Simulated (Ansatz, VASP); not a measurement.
# Two plane-wave programs on FeO

Contents of INCAR:

```
SYSTEM = FeO
ALGO = Normal ; EDIFF = 1E-6
ENCUT = 520 ; GGA = PE
ISIF = 2 ; ISMEAR = -1
LASPH = .True. ; LCHARG = .False.
LREAL = .False. ; LWAVE = .False.
NBANDS = 14 ; NELM = 80
PREC = Accurate ; SIGMA = 0.05
```

File KPOINTS:

```
k-points
0
Gamma
  11 11 11
  0 0 0
```

File POSCAR:

```
FeO
1.0
    1.5188209023      0.8768916568      2.5195772846
   -1.5188209023      0.8768916568      2.5195772846
    0.0000000000     -1.7537833136      2.5195772846
Fe O
1 1
Direct
    0.0000000000      0.0000000000      0.0000000000
    0.5000000000      0.5000000000      0.5000000000
```

The input input.yaml:

```yaml
crystal:
  lattice:
    - [1.5188209023, 0.8768916568, 2.5195772846]
    - [-1.5188209023, 0.8768916568, 2.5195772846]
    - [0.0, -1.7537833136, 2.5195772846]
  atoms:
    - { symbol: Fe, position: [0.0, 0.0, 0.0] }
    - { symbol: O, position: [0.5, 0.5, 0.5] }
hamiltonian:
  xc: pbe
  pseudopotentials: { kind: paw }
kpoints:
  mp_grid: { grid: [11, 11, 11] }
scf:
  occupations: { method: fermi_dirac, width: 0.05 }
output:
  forces: true
  stress: true
  eigenvalues: true
  write_density: true
  write_potential: true
  elf: true
  volumetric_format: npy
```

Alike in both runs: task single point; functional PBE; k mesh 11 × 11 × 11; occupations fermi-dirac, width 0.05 eV; no spin polarisation.

```csv
,VASP,Ansatz
version,VASP 6.6.1,Ansatz 0.2.0
potentials or method,"VASP PAW PBE potentials, release 64 (Fe, O)",Ansatz PAW
plane-wave cutoff (eV),520,420
valence electrons in the cell,14,22
```

```tsv
	VASP	Ansatz	Ansatz less VASP
gap on the k mesh at the Fermi level (eV)	none	none	-
pressure (GPa)	-26.0	-26.2	-0.27
traceless stress, the component that is largest in VASP (GPa)	0.07	0.10	+0.023
```

A gap of «none» marks a metal or a gap that the smearing closes. With one functional, cell and mesh, what is left measures potentials, basis and numerics. VASP's potentials hold 14 valence electrons a cell and Ansatz's 22, so a difference there can come from the potentials and not from the codes.
